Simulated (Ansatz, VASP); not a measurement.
# Si: VASP beside Ansatz

```
Si
1.0
     2.57715    0.00000    0.00000
     0.00000    2.57715    0.00000
     0.00000    0.00000    2.43514
Si
1
Direct
  0.50000 0.50000 0.00000
```

Alike in both runs: functional PBE; k mesh 8 × 8 × 6; occupations gaussian, width 0.1 eV; no spin polarisation.

Ansatz relaxed the structure, and its values are those at the end. VASP's run is a single point on that final structure, the one shown.

|  | VASP | Ansatz |
| --- | --- | --- |
| version | VASP 6.6.1 | Ansatz 0.2.0 |
| potentials or method | VASP PAW PBE potentials, release 64 (Si), cutoff 520 eV | scalar-relativistic, plane waves, PAW |
| valence electrons in the cell | 4 | 4 |

```csv
,VASP,Ansatz,Ansatz less VASP
gap on the k mesh at the Fermi level (eV),none,none,-
pressure (GPa),0.1,0.2,+0.05
```

A gap of «none» marks a metal or a gap that the smearing closes. The functional is the same, so the differences come from potentials, cutoffs and numerics.

The k mesh is coarse, so the values compare programs but aren't converged.
